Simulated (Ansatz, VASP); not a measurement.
## Two plane-wave programs on AlGa2P3

File INCAR:

```
  PREC = Accurate
  ENCUT = 520
  EDIFF = 1E-6
  ISMEAR = -1
  SIGMA = 0.02
  LREAL = F
  LASPH = T
  NELM = 100
  ALGO = Normal
  ISIF = 2
  LWAVE = F
  LCHARG = F
  GGA = PE
  NBANDS = 31
```

Contents of KPOINTS:

```
regular mesh
0
Gamma
  12 12 4
```

File POSCAR:

```
AlGa2P3
1.0
    3.8613787749      0.0000000000      0.0000000000
   -1.9306893874      3.3440521127      0.0000000000
    0.0000000000      0.0000000000      9.4588095150
Al Ga P
1 2 3
Direct
    0.0000000000      0.0000000000     -0.0003012040
    0.6666666667      0.3333333333      0.6662995613
    0.3333333333      0.6666666667      0.3338614981
    0.6666666667      0.3333333333      0.9166244687
    0.3333333333      0.6666666667      0.5832781658
    0.0000000000      0.0000000000      0.2502375099
```

Input for Ansatz:

```yaml
crystal:
  lattice:
    - [3.8613787749, 0.0, 0.0]
    - [-1.9306893874, 3.3440521127, 0.0]
    - [0.0, 0.0, 9.458809515]
  atoms:
    - { symbol: Al, position: [0.0, 0.0, -0.000301204] }
    - { symbol: Ga, position: [0.6666666667, 0.3333333333, 0.6662995613] }
    - { symbol: Ga, position: [0.3333333333, 0.6666666667, 0.3338614981] }
    - { symbol: P, position: [0.6666666667, 0.3333333333, 0.9166244687] }
    - { symbol: P, position: [0.3333333333, 0.6666666667, 0.5832781658] }
    - { symbol: P, position: [0.0, 0.0, 0.2502375099] }
kpoints:
  mp_grid: { grid: [12, 12, 4] }
  band_path:
    path:
      - [[0.0, 0.0, 0.0], [0.5, 3.026981275735e-17, -4.578019841133e-18], [0.3333333333333, 0.3333333333333, -3.052013227422e-18], [0.0, 0.0, 0.0], [-2.629612338307e-35, -9.639379334706e-36, 0.5], [0.5, 3.046057922197e-17, 0.5], [0.3333333333333, 0.3333333333333, 0.5], [-2.629612338307e-35, -9.639379334706e-36, 0.5]]
      - [[0.5, 3.046057922197e-17, 0.5], [0.5, 3.026981275735e-17, -4.578019841133e-18]]
      - [[0.3333333333333, 0.3333333333333, 0.5], [0.3333333333333, 0.3333333333333, -3.052013227422e-18]]
    npoints: 10
hamiltonian:
  xc: pbe
scf:
  occupations: { method: fermi_dirac, width: 0.02 }
  n_extra_bands: 5
output:
  forces: true
  stress: true
  eigenvalues: true
  write_density: true
  write_potential: true
  elf: true
  volumetric_format: npy
```

Alike in both runs: task single point; functional PBE; k mesh 12 × 12 × 4; occupations fermi-dirac, width 0.02 eV; no spin polarisation.

|  | VASP | Ansatz |
| --- | --- | --- |
| version | VASP 6.6.1 | Ansatz 0.2.0 |
| potentials or method | VASP PAW PBE potentials, release 64 (Al, Ga_d, P) | plane waves, PAW |
| plane-wave cutoff (eV) | 520 | 420 |
| valence electrons in the cell | 44 | 44 |

VASP gave:

* gap on the k mesh at the Fermi level (eV): 1.60
* pressure (GPa): 2.0
* rms of the force components (eV/Å): 0.022

Task: Estimate Ansatz's values.

Result: gap on the k mesh at the Fermi level (eV): 1.60; pressure (GPa): 2.1; rms of the force components (eV/Å): 0.021.

Atom by atom the forces differ by 0.002 eV/Å (rms over components).
